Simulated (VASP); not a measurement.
**NaI: single point with r2SCAN**

NaI:

```xyz
2
Lattice="0.0000 3.2296 3.2296 3.3142 0.0000 3.2296 3.3142 3.2296 0.0000" Properties=species:S:1:pos:R:3 pbc="T T T"
Na    0.0000    0.0000    0.0000
I     3.3142    3.2296    3.2296
```

This cell differs from its parent crystal: uniaxial x strain +2.6%.

```yaml
Program: VASP 6.6.1
Task: single point
Functional: r2SCAN
Potentials_or_basis: VASP PAW PBE potentials, release 64 (Na_pv, I)
Cutoff: 520 eV
k_mesh: 8 × 8 × 8
Occupations: gaussian, width 0.01 eV
Spin: no spin polarisation
Dipole_correction: no
Further_INCAR_settings: ALGO = Normal; EDIFF = 1e-06; NBANDS = 14
```

- Pressure: -0.5 GPa
- Band gap on the k mesh: 4.36 eV, direct

Stress tensor (GPa, compression positive):
```
-0.88  0.00  0.00
 0.00 -0.25  0.00
 0.00  0.00 -0.25
```

Levels at points of the mesh, in eV from the valence-band top:
```tsv
k point	band 4	band 5	band 6	band 7	band 8	band 9	band 10	band 11
(0.00, 0.00, 0.00)	-11.31	-0.03	-0.03	0.00	4.36	8.35	8.52	8.52
(0.50, 0.00, 0.00)	-11.00	-2.13	-0.32	-0.28	5.66	7.94	8.14	9.61
(0.50, 0.50, 0.00)	-10.91	-1.89	-0.82	-0.72	5.19	6.02	10.64	11.90
(0.00, 0.50, 0.50)	-10.94	-1.89	-0.71	-0.71	5.22	6.08	10.45	12.09
```

Wall time 100 s on 1 thread of Intel(R) Xeon(R) 6975P-C (Granite Rapids), on a shared host, peak memory 0.24 GiB.

Caveat: the cell differs from its parent crystal (uniaxial x strain +2.6%); the PAW data sets were made with another functional, which shifts forces and pressure a little; spin-orbit coupling is left out, which moves the levels of the heavy elements. A k mesh can miss the band edges.
